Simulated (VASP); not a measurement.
Wanted: the native input for a VASP 6.6.1 run.

| Property | Result |
| --- | --- |
| Task | single point |
| Functional | PBEsol |
| Potentials or basis | VASP PAW PBE potentials, release 64 (H) |
| Cutoff | 520 eV |
| k mesh | 6 × 6 × 6 |
| Occupations | gaussian, width 0.02 eV |
| Spin | no spin polarisation |
| Dipole correction | no |
| Further INCAR settings | ALGO = Normal; EDIFF = 1e-07; NBANDS = 10 |

The structure of H lies in POSCAR:

```
H
1.0
    3.8254531732      0.0000000000      0.0000000000
    0.0000000000      3.8254531732      0.0000000000
    0.0000000000      0.0000000000      3.6233397705
H
4
Direct
    0.9298142948      0.9298142948      0.5000000000
    0.0701857052      0.0701857052      0.5000000000
    0.5701857052      0.4298142948      0.0000000000
    0.4298142948      0.5701857052      0.0000000000
```

The input as run:

INCAR

```
  PREC = Accurate
  ENCUT = 520
  EDIFF = 1E-7
  ISMEAR = 0
  SIGMA = 0.02
  LREAL = False
  LASPH = True
  NELM = 60
  ALGO = Normal
  ISIF = 2
  LWAVE = False
  LCHARG = False
  GGA = PS
  NBANDS = 10
```

KPOINTS

```
regular mesh
0
Gamma
  6 6 6
```

Potentials or basis: VASP PAW PBE potentials, release 64 (H).

The run is started by

```console
$ cat potpaw_PBE.64/H/POTCAR > POTCAR
$ mpirun -np 1 vasp_std > vasp.out
```

Results of the run:

```yaml
Pressure: -0.1 GPa
Largest_force: 0.006 eV/Å
Band_gap_on_the_k_mesh: 8.65 eV (least direct gap 9.36 eV)
```

Caveat: this functional lacks dispersion, which holds the molecules together, so the pressure and a relaxed volume are unreliable; the PAW data sets were made with another functional, which shifts forces and pressure a little.

It took 24 s on 1 thread of Intel Xeon 8259CL, on a shared host, peak memory 0.15 GiB.
